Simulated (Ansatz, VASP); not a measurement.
**BeS in VASP and in Ansatz**

```xyz
2
Lattice="0.0000 2.5001 2.5001 2.5001 0.0000 2.5001 2.5001 2.5001 0.0000" Properties=species:S:1:pos:R:3 pbc="T T T"
Be    0.0000    0.0000    0.0000
S     3.7501    3.7501    3.7501
```

Alike in both runs: task single point; functional PBEsol; k mesh 8 × 8 × 8; occupations gaussian, width 0.02 eV; no spin polarisation.

|  | VASP | Ansatz |
| --- | --- | --- |
| version | VASP 6.6.1 | Ansatz 0.2.0 |
| potentials or method | VASP PAW PBE potentials, release 64 (Be, S), cutoff 600 eV | scalar-relativistic, plane waves, PAW |
| valence electrons in the cell | 8 | 8 |

|  | VASP | Ansatz | Ansatz less VASP |
| --- | --- | --- | --- |
| gap on the k mesh at the Fermi level (eV) | 3.11 | 3.11 | -0.003 |
| least direct gap on the mesh (eV) | 4.97 | 4.97 | -0.001 |
| pressure (GPa) | -7.8 | -8.0 | -0.16 |

VASP's potentials were made for PBE, not for PBEsol. The functional is the same, so the differences come from potentials, cutoffs and numerics.
